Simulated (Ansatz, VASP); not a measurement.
One calculation of CdS, two programs

File INCAR:

```
SYSTEM = CdS
PREC = Accurate
ENCUT = 400
EDIFF = 1E-6
ISMEAR = 0
SIGMA = 0.05
LREAL = .False.
LASPH = .True.
NELM = 120
ALGO = Normal
ISIF = 2
LWAVE = .False.
LCHARG = .False.
LDIPOL = .True.
IDIPOL = 3
DIPOL = 0.5 0.5 0.500
GGA = PS
NBANDS = 46
GGA_COMPAT = .False.
NELMDL = -8
```

The input KPOINTS:

```
Automatic mesh
0
Gamma
  7 4 1
  0 0 0
```

Contents of POSCAR:

```
CdS
1.0
    4.1238232214      0.0000000000      0.0000000000
    0.0000000000      6.7095012884      0.0000000000
    0.0000000000      0.0000000000     19.7617808940
Cd S
4 4
Direct
    0.0000000000      0.0007597471      0.3795204511
    0.5000000000      0.5007597471      0.4397602256
    0.5000000000      0.0007597471      0.5602397744
    0.0000000000      0.5007597471      0.6204795489
    0.0000000000      0.6242402529      0.3795204511
    0.5000000000      0.1242402529      0.4397602256
    0.5000000000      0.6242402529      0.5602397744
    0.0000000000      0.1242402529      0.6204795489
```

Input for Ansatz:

```yaml
crystal:
  lattice:
    - [4.1238232214, 0.0, 0.0]
    - [0.0, 6.7095012884, 0.0]
    - [0.0, 0.0, 19.761780894]
  atoms:
    - { symbol: Cd, position: [0.0, 0.0007597471, 0.3795204511] }
    - { symbol: S, position: [0.0, 0.6242402529, 0.3795204511] }
    - { symbol: Cd, position: [0.5, 0.5007597471, 0.4397602256] }
    - { symbol: S, position: [0.5, 0.1242402529, 0.4397602256] }
    - { symbol: Cd, position: [0.5, 0.0007597471, 0.5602397744] }
    - { symbol: S, position: [0.5, 0.6242402529, 0.5602397744] }
    - { symbol: Cd, position: [0.0, 0.5007597471, 0.6204795489] }
    - { symbol: S, position: [0.0, 0.1242402529, 0.6204795489] }
basis:
  ecutwfc: 420
kpoints:
  mp_grid: { grid: [7, 4, 1] }
hamiltonian:
  xc: pbesol
scf:
  occupations: { method: gaussian, width: 0.05 }
output:
  forces: true
  stress: true
  eigenvalues: true
  write_density: true
  write_potential: true
  elf: true
  volumetric_format: npy
efield:
  axis: 3
  dipole_correction: true
```

Alike in both runs: task single point; functional PBEsol; k mesh 7 × 4 × 1; occupations gaussian, width 0.05 eV; no spin polarisation.

|  | VASP | Ansatz |
| --- | --- | --- |
| version | VASP 6.6.1 | Ansatz 0.2.0 |
| potentials or method | VASP PAW PBE potentials, release 64 (Cd, S), cutoff 400 eV | scalar-relativistic, plane waves, PAW |
| valence electrons in the cell | 72 | 104 |

```tsv
	VASP	Ansatz	Ansatz less VASP
gap on the k mesh at the Fermi level (eV)	0.94	0.95	+0.007
least direct gap on the mesh (eV)	0.94	0.95	+0.007
rms of the force components (eV/Å)	0.473	0.475	+0.0029
```

VASP's potentials were made for PBE, not for PBEsol. VASP's potentials hold 72 valence electrons a cell and Ansatz's 104, so a difference there can come from the potentials and not from the codes.
